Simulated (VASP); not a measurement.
# Rh (Fm-3m) in VASP: a series of runs, part 2 of 2

VASP 6.6.1.

## (5) Single point, PBE (volume scaled by 0.97)

INCAR reads:

```
SYSTEM = Rh
PREC = Accurate ; ENCUT = 520
EDIFF = 1E-7 ; ISMEAR = 0
SIGMA = 0.1 ; LREAL = .FALSE.
LASPH = .TRUE. ; NELM = 60
ALGO = Normal ; ISIF = 2
LWAVE = .FALSE. ; LCHARG = .TRUE.
GGA = PE ; LELF = .TRUE.
LVHAR = .TRUE. ; NBANDS = 14
```

KPOINTS reads:

```
regular mesh
0
G
  18 18 18
  0 0 0
```

POSCAR reads:

```
Rh
1.0
    0.0000000000      1.8956443845      1.8956443845
    1.8956443845      0.0000000000      1.8956443845
    1.8956443845      1.8956443845      0.0000000000
Rh
1
Direct
    0.0000000000      0.0000000000      0.0000000000
```

Potentials or basis: VASP PAW PBE potentials, release 64 (Rh_pv).

Run with:

```console
> cat potpaw_PBE.64/Rh_pv/POTCAR > POTCAR
> mpirun -np 1 vasp_std > vasp.out
```

OUTCAR:

```text
SYSTEM = Rh
   PREC = Accurate
   ENCUT = 520
   EDIFF = 1E-7
   ISMEAR = 0
   LREAL = .FALSE.
   LASPH = .TRUE.
   NELM = 60
   ISIF = 2
   GGA = PE

 ion  position               nearest neighbor table
   1  0.000  0.000  0.000-

  LATTYP: Found a face centered cubic cell.
 ALAT       =     3.7912887690

  Lattice vectors:

 A1 = (   0.0000000000,   1.8956443845,   1.8956443845)
 A2 = (   1.8956443845,   0.0000000000,   1.8956443845)
 A3 = (   1.8956443845,   1.8956443845,   0.0000000000)

Analysis of symmetry for initial positions (statically):
=====================================================================
 Subroutine PRICEL returns:
 Original cell was already a primitive cell.

 Routine SETGRP: Setting up the symmetry group for a
 face centered cubic supercell.

 Subroutine GETGRP returns: Found 48 space group operations
 (whereof 48 operations were pure point group operations)
 out of a pool of 48 trial point group operations.

The static configuration has the point symmetry O_h .

Analysis of symmetry for dynamics (positions and initial velocities):
=====================================================================
 Subroutine PRICEL returns:
 Original cell was already a primitive cell.

 Routine SETGRP: Setting up the symmetry group for a
 face centered cubic supercell.

 Subroutine GETGRP returns: Found 48 space group operations
 (whereof 48 operations were pure point group operations)
 out of a pool of 48 trial point group operations.

The dynamic configuration has the point symmetry O_h .

 Subroutine INISYM returns: Found 48 space group operations
 (whereof 48 operations are pure point group operations),
 and found     1 'primitive' translations

----------------------------------------------------------------------------------------

                                     Primitive cell

  volume of cell :      13.6239

[... 112 lines left out ...]
   LHFCALC =     F    Hartree Fock is set to
   AEXX    =    0.0000 exact exchange contribution
   IVDW    =     0    specifies the selected vdW correction
   LEPSILON=     F    determine dielectric tensor
   LRPA    =     F    only Hartree local field effects (RPA)
 non-spin polarized calculation
 Gauss-broadening in eV      SIGMA  =   0.10
  energy-cutoff  :      520.00
  volume of cell :       13.62
 maximum number of plane-waves:       378
   NGX =  9   NGY =  9   NGZ =  9

 number of electron      15.0000007 magnetization

 Free energy of the ion-electron system (eV)
  ---------------------------------------------------
  ext. energy  EPLUGINS =         0.00000000
  ---------------------------------------------------
  free energy    TOTEN  =        -7.25053603 eV

  energy without entropy =       -7.24375054  energy(sigma->0) =       -7.24714328

 E-fermi :  12.0757     XC(G=0): -14.0915

 val. band max:       12.0748034194   @ k =   0.5000   0.3889   0.0556
 cond. band min:      12.0835548220   @ k =  -0.4444   0.3333   0.1667
 fundamental gap:      0.0087514026
 Fermi energy:        12.0756796478

 k-point     1 :       0.0000    0.0000    0.0000
  band No.  band energies     occupation
      1     -34.3294      2.00000
      2     -34.3294      2.00000
      3     -34.3294      2.00000
      4       4.0458      2.00000
      5       8.9474      2.00000
      6       8.9474      2.00000
      7       8.9474      2.00000
      8      11.0626      2.00000
      9      11.0626      2.00000
     10      28.0621      0.00000
     11      32.5643      0.00000
     12      33.5746      0.00000
     13      33.5746      0.00000
     14      33.5746      0.00000
[... 377 lines left out ...]
      1     -34.6943      2.00000
      2     -34.4038      2.00000
      3     -34.3709      2.00000
      4       5.8841      2.00000
      5       8.6058      2.00000
      6       9.3434      2.00000
      7       9.3960      2.00000
      8      10.8663      2.00000
      9      11.5587      2.00000
     10      27.6047      0.00000
     11      29.8101      0.00000
     12      32.5643      0.00000
     13      35.0918      0.00000
     14      36.9309      0.00000

 [... further k-points ...]

------------------------ aborting loop because EDIFF is reached ----------------------------------------

  FORCE on cell =-STRESS in cart. coord.  units (eV):
  Direction    XX          YY          ZZ          XY          YZ          ZX
  --------------------------------------------------------------------------------------
  -------------------------------------------------------------------------------------
  Total        0.7243665      0.7243665      0.7243665      0.0000000      0.0000000     -0.0000000
  in kB       85.1860255     85.1860255     85.1860255      0.0000000      0.0000000     -0.0000000
  external PRESSURE =      85.1860255 kB  Pullay stress =       0.0000000 kB

 VOLUME and BASIS-vectors are now :
 -----------------------------------------------------------------------------
  energy-cutoff  :      520.00
  volume of cell :       13.62
      direct lattice vectors                 reciprocal lattice vectors
     0.000000000  1.895644384  1.895644384    -0.263762552  0.263762552  0.263762552
     1.895644384  0.000000000  1.895644384     0.263762552 -0.263762552  0.263762552
     1.895644384  1.895644384  0.000000000     0.263762552  0.263762552 -0.263762552

 POSITION                                       TOTAL-FORCE (eV/Angst)
 -----------------------------------------------------------------------------------
      0.00000      0.00000      0.00000        -0.000000     -0.000000     -0.000000
 -----------------------------------------------------------------------------------
    total drift:                                0.000000     -0.000000     -0.000000

  FREE ENERGIE OF THE ION-ELECTRON SYSTEM (eV)
  ---------------------------------------------------
  free  energy   TOTEN  =        -7.2505360255 eV

  energy  without entropy=       -7.2437505410  energy(sigma->0) =       -7.24714328
```

stdout:

```text
POSCAR found type information on POSCAR Rh
 POSCAR found :  1 types and       1 ions
 scaLAPACK will be used
 LDA part: xc-table for (Slater+PW92), standard interpolation
 POSCAR, INCAR and KPOINTS ok, starting setup
 FFT: planning ... GRIDC
 FFT: planning ... GRID_SOFT
 FFT: planning ... GRID
 WAVECAR not read
 entering main loop
```

Run time: 20 s. Hardware: 1 thread of Intel Xeon Platinum 8488C (Sapphire Rapids), shared host; peak memory 0.15 GiB.

Results:

```
Free energy : -7.2505 eV
Pressure    : 8.5 GPa
```

## (6) Summary

```tsv
cell	gap on the mesh (eV)	pressure (GPa)
a = 2.595 Å, angles 60.0°, 1 atom	none	45.7
a = 2.624 Å, angles 60.0°, 1 atom	none	31.0
a = 2.653 Å, angles 60.0°, 1 atom	none	18.7
a = 2.681 Å, angles 60.0°, 1 atom	none	8.5
```

Alike in all rows: task single point; level PBE; potentials or basis VASP PAW PBE potentials, release 64 (Rh_pv); no spin polarisation; k mesh 18 × 18 × 18; cutoff (eV) 520; smearing gaussian 0.1 eV.

Total energies depend on the potentials used, so only differences within one code and one set of settings carry meaning.
